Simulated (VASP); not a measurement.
## NaI: elastic constants with PBEsol

Crystal: NaI.

```
CELL_PARAMETERS angstrom
0.00000 3.20026 3.20026
3.20026 0.00000 3.20026
3.20026 3.20026 0.00000
ATOMIC_POSITIONS crystal
Na 0.00000 0.00000 0.00000
I 0.50000 0.50000 0.50000
```

```yaml
Program: VASP 6.6.1
Task: elastic constants
Functional: PBEsol
Potentials_or_basis: VASP PAW PBE potentials, release 64 (Na_pv, I)
Cutoff: 600 eV
k_mesh: 6 × 6 × 6
Occupations: gaussian, width 0.01 eV
Spin: no spin polarisation
Dipole_correction: no
Ions_in_elastic_constants: relaxed
Further_INCAR_settings: ALGO = Normal; EDIFF = 1e-08; IBRION = 6; POTIM = 0.015; NSW = 1; ISIF = 3
```

- Elastic constants C11, C12, C44: 37, 8, 7 GPa
- Voigt bulk modulus: 17 GPa
- Highest phonon frequency at Γ, LO-TO splitting left out: 120 cm⁻¹

Phonon frequencies in cm⁻¹ (negative: imaginary):
```
              q point        frequencies
(0.000, 0.000, 0.000)  0 0 0 120 120 120
```

Elastic tensor in Voigt notation (GPa, in the Cartesian axes of the cell as first typed):
```
37  8  8  0  0  0
 8 37  8  0  0  0
 8  8 37  0  0  0
 0  0  0  7  0  0
 0  0  0  0  7  0
 0  0  0  0  0  7
```

Clamped-ion elastic tensor (GPa):
```
37  8  8  0  0  0
 8 37  8  0  0  0
 8  8 37  0  0  0
 0  0  0  7  0  0
 0  0  0  0  7  0
 0  0  0  0  0  7
```

Run time: 3.3 min on 1 thread of Intel(R) Xeon(R) 6975P-C (Granite Rapids), on a shared host, peak memory 0.29 GiB.

Caveat: the PAW data sets were made with another functional, which shifts forces and pressure a little.
